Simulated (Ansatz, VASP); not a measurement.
**Ru: VASP beside Ansatz**

The input INCAR:

```
SYSTEM = Ru
PREC = Accurate ; ENCUT = 520
EDIFF = 1E-6 ; ISMEAR = 0
SIGMA = 0.1 ; LREAL = .FALSE.
LASPH = .TRUE. ; NELM = 100
ALGO = Fast ; ISIF = 2
LWAVE = .FALSE. ; LCHARG = .FALSE.
GGA = PE ; NBANDS = 21
```

File KPOINTS:

```
Automatic mesh
0
G
  16 16 8
  0 0 0
```

The input POSCAR:

```
Ru
1.0
    2.6618030370     -0.0057633526      0.0091456017
   -1.3358927283      2.3689494254     -0.0189137416
    0.0144728220     -0.0262052280      4.3579037250
Ru
2
Direct
    0.3161259863      0.6316902163      0.2633795745
    0.6838740137      0.3683097837      0.7366204255
```

Input for Ansatz:

```yaml
crystal:
  lattice:
    - [2.661803037, -0.0057633526, 0.0091456017]
    - [-1.3358927283, 2.3689494254, -0.0189137416]
    - [0.014472822, -0.026205228, 4.357903725]
  atoms:
    - { symbol: Ru, position: [0.3161259863, 0.6316902163, 0.2633795745] }
    - { symbol: Ru, position: [0.6838740137, 0.3683097837, 0.7366204255] }
basis:
  ecutwfc: 420
kpoints:
  mp_grid: { grid: [16, 16, 8] }
hamiltonian:
  xc: pbe
scf:
  occupations: { method: gaussian, width: 0.1 }
output:
  forces: true
  stress: true
  eigenvalues: true
```

Alike in both runs: task single point; functional PBE; k mesh 16 × 16 × 8; occupations gaussian, width 0.1 eV; no spin polarisation.

|  | VASP | Ansatz |
| --- | --- | --- |
| version | VASP 6.6.1 | Ansatz 0.2.0 |
| potentials or method | VASP PAW PBE potentials, release 64 (Ru_pv), cutoff 520 eV | scalar-relativistic, plane waves, PAW |
| valence electrons in the cell | 28 | 32 |

VASP gave:

| Item | Value |
| --- | --- |
| gap on the k mesh at the Fermi level (eV) | none |
| pressure (GPa) | 4.8 |
| traceless stress, the component that is largest in VASP (GPa) | 10.07 |
| rms of the force components (eV/Å) | 0.960 |

Task: Estimate Ansatz's values.

Result: gap on the k mesh at the Fermi level (eV): none; pressure (GPa): 4.8; traceless stress, the component that is largest in VASP (GPa): 10.08; rms of the force components (eV/Å): 0.953.

Atom by atom the forces differ by 0.009 eV/Å (rms over components). A gap of «none» marks a metal or a gap that the smearing closes. VASP's potentials hold 28 valence electrons a cell and Ansatz's 32, so a difference there can come from the potentials and not from the codes.
